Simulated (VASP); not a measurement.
Runs of VASP 6.6.1 on Hg. The structure is that of space group R-3m (No. 166), or close to it. The cells are those of the table. 

```tsv
task	cell	k mesh	gap on the mesh (eV)	pressure (GPa)
single point	a = 2.977 Å, angles 70.5°, 1 atom	12 × 12 × 12	none	7.8
electric field gradients	a = 2.977 Å, angles 70.5°, 1 atom	12 × 12 × 12	none	7.8
single point	a = 2.936 Å, angles 70.5°, 1 atom	12 × 12 × 12	none	11.0
electric field gradients	a = 3.006, b = 2.988, c = 2.997 Å, angles 70.1, 70.9, 70.5°, 1 atom	12 × 12 × 12, shifted	none	6.2
single point	a = 3.006, b = 2.988, c = 2.997 Å, angles 70.1, 70.9, 70.5°, 1 atom	12 × 12 × 12	none	6.5
single point	a = 3.056 Å, angles 70.5°, 1 atom	12 × 12 × 12	none	3.7
electric field gradients	a = 3.006, b = 2.988, c = 2.997 Å, angles 70.1, 70.9, 70.5°, 1 atom	12 × 12 × 12	none	6.5
single point	a = 3.049, b = 2.975, c = 2.967 Å, angles 70.5, 70.9, 70.1°, 1 atom	12 × 12 × 12	none	(a)
```

Alike in all rows: level PBE; potentials or basis VASP PAW PBE potentials, release 64 (Hg); no spin polarisation; cutoff (eV) 520; smearing fermi-dirac 0.03 eV.

Task: Fill in the values left out.

Result: (a) 6.6.

Caveats: the cell stands under pressure; spin-orbit coupling is left out, which moves the levels of the heavy elements.

A k mesh can miss the band edges, and the runs leave out spin-orbit coupling on Hg.

A gap of «none» marks levels without a gap at the run's occupations.
